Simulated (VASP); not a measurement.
Runs of VASP 6.6.1 on GaN. The structure is that of space group P6_3mc (No. 186), or close to it. The cells are those of the table. 

```csv
task,cell,gap on the mesh (eV),pressure (GPa)
relaxation of the atoms,"atoms relaxed from a = 3.136, b = 3.136, c = 5.113 Å, angles 90.0, 90.0, 120.0°, 4 atoms",2.25,4.3
single point,"a = 3.152, b = 3.145, c = 5.138 Å, angles 89.9, 89.7, 119.8°, 4 atoms",(a),1.1
single point,"a = 3.152, b = 3.152, c = 5.113 Å, angles 90.0, 90.0, 120.0°, 4 atoms",2.20,2.2
relaxation of the atoms,"atoms relaxed from a = 3.152, b = 3.152, c = 5.113 Å, angles 90.0, 90.0, 120.0°, 4 atoms",2.20,2.2
single point,"a = 3.152, b = 3.159, c = 5.138 Å, angles 90.1, 90.3, 120.2°, 4 atoms",2.12,1.1
```

Alike in all rows: level LDA; potentials or basis VASP PAW LDA potentials, release 64 (Ga_d, N); no spin polarisation; k mesh 8 × 8 × 4; cutoff (eV) 520; smearing gaussian 0.01 eV.

Question: Fill in the values left out.

Answer: (a) 2.13.

A k mesh can miss the band edges, and the runs leave out spin-orbit coupling on Ga.
